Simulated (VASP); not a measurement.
**Ti: single point with PBE**

Ti:

```xyz
1
Lattice="0.0000 2.1645 1.8547 2.1645 0.0000 1.8547 2.1645 2.1645 0.0000" Properties=species:S:1:pos:R:3 pbc="T T T"
Ti    0.0000    0.0000    0.0000
```

This cell differs from its parent crystal: volume 17.378 Å^3 an atom, c/a of the conventional cell 0.8569.

| Quantity | Value |
| --- | --- |
| Program | VASP 6.6.1 |
| Task | single point |
| Functional | PBE |
| Potentials or basis | VASP PAW PBE potentials, release 64 (Ti_sv) |
| Cutoff | 520 eV |
| k mesh | 20 × 20 × 20 |
| Occupations | gaussian, width 0.15 eV |
| Spin | no spin polarisation |
| Dipole correction | no |
| Further INCAR settings | ALGO = Fast; EDIFF = 1e-06; NBANDS = 12 |

```
Pressure               : -0.4 GPa
Band gap on the k mesh : zero (band 6 reaches 9.00 eV, above the bottom of band 7 at 7.65 eV)
```

Stress tensor (GPa, compression positive):
```
-1.51  0.00  0.00
 0.00 -1.51  0.00
 0.00  0.00  1.80
```

Levels at points of the mesh, in eV from the Fermi level:
```
           k point  band 2  band 3  band 4  band 5  band 6  band 7  band 8  band 9  band 10  band 11
(0.00, 0.00, 0.00)  -32.52  -32.52  -32.51   -6.04    0.69    0.69    1.72    1.82     2.98    15.69
(0.50, 0.00, 0.00)  -33.19  -32.67  -32.53   -2.53    0.16    0.75    1.59    3.29     3.91     8.30
(0.50, 0.50, 0.00)  -33.10  -32.87  -32.87   -2.42   -1.91    3.63    3.89    3.89     5.01    10.18
(0.50, 0.00, 0.50)  -33.16  -32.76  -32.62   -2.54   -1.36    2.00    3.42    3.45     4.17     9.68
```

It took 2.4 min on 1 thread of Intel Xeon 6975P-C (shared host), peak memory 0.25 GiB.
